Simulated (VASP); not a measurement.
Mo: single point with r2SCAN

The system is Mo.

```
Mo
1.0
     0.00000    1.79525    2.53849
     1.79525    0.00000    2.53849
     1.79525    1.79525    0.00000
Mo
1
Direct
  0.00000 0.00000 0.00000
```

This cell differs from its parent crystal: ratio of the length along z to the lengths across it x 1.414, volume and fractional coordinates fixed.

```yaml
Program: VASP 6.6.1
Task: single point
Functional: r2SCAN
Potentials_or_basis: VASP PAW PBE potentials, release 64 (Mo_sv)
Cutoff: 520 eV
k_mesh: 22 × 22 × 22
Occupations: gaussian, width 0.15 eV
Spin: no spin polarisation
```

The pressure is 0.1 GPa and the band gap on the k mesh is zero (bands 7 and 8 overlap by 2.39 eV).

Stress tensor (GPa, compression positive):
```
 11.19   0.00   0.00
  0.00  11.19   0.00
  0.00   0.00 -22.21
```

Levels at points of the mesh, in eV from the Fermi level:
```
           k point  band 3  band 4  band 5  band 6  band 7  band 8  band 9  band 10  band 11  band 12
(0.00, 0.00, 0.00)  -35.55  -35.55   -7.50   -4.06   -2.26    1.06    1.06     4.30    13.23    14.85
(0.50, 0.00, 0.00)  -36.32  -35.43   -5.27   -3.15    0.73    1.28    3.22     3.40    11.66    11.78
(0.50, 0.50, 0.00)  -35.66  -35.66   -5.46   -5.08   -0.40    3.76    3.76     4.66     8.64    16.69
(0.50, 0.00, 0.50)  -37.10  -36.15   -5.94   -4.30    1.07    2.41    6.14     6.75     9.43    14.22
```

Wall time 11 min on 1 thread of Intel Xeon 8259CL, on a shared host, peak memory 0.29 GiB.

Caveat: the stress differs along the axes, from -22 to 11 GPa; the PAW data sets were made with another functional, which shifts forces and pressure a little.
